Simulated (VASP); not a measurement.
# Nb: electric field gradients with PBE

Nb:

```xyz
1
Lattice="0.0423 2.1362 2.1362 2.1362 0.0423 2.1362 2.1362 2.1362 0.0423" Properties=species:S:1:pos:R:3 pbc="T T T"
Nb    0.0000    0.0000    0.0000
```

This cell differs from its parent crystal: equal xy, yz and zx shear strains of +2 %.

* Program: VASP 6.6.1
* Task: electric field gradients
* Functional: PBE
* Potentials or basis: VASP PAW PBE potentials, release 64 (Nb_sv)
* Cutoff: 520 eV
* k mesh: 13 × 13 × 13
* Occupations: fermi-dirac, width 0.08 eV
* Spin: no spin polarisation
* Dipole correction: no
* Further INCAR settings: ALGO = Normal; EDIFF = 1e-08; NBANDS = 12

- Pressure: -1.5 GPa
- Band gap on the k mesh: zero (an odd number of electrons rules out a gap without spin polarisation)
- Largest electric field gradient by atom: Nb -4.9 V/Å²

Stress tensor (GPa, compression positive):
```
-1.45  0.78  0.78
 0.78 -1.45  0.78
 0.78  0.78 -1.45
```

Levels at points of the mesh, in eV from the Fermi level:
| k point | band 3 | band 4 | band 5 | band 6 | band 7 | band 8 | band 9 | band 10 |
| --- | --- | --- | --- | --- | --- | --- | --- | --- |
| (0.00, 0.00, 0.00) | -30.16 | -30.16 | -6.19 | -0.17 | 0.27 | 0.27 | 2.71 | 2.71 |

Electric field gradients, principal values (V/Å²):
| atom | least | middle | greatest (by size) |
| --- | --- | --- | --- |
| 1 Nb | 2.454 | 2.454 | -4.908 |

Run time: 65 s on 1 thread of Intel Xeon 8259CL (shared host), peak memory 0.18 GiB.

Caveat: the cell differs from its parent crystal (equal xy, yz and zx shear strains of +2 %); without QUAD_EFG the Cq values of the log hold for a quadrupole moment of 1 mb, not for the nuclei.
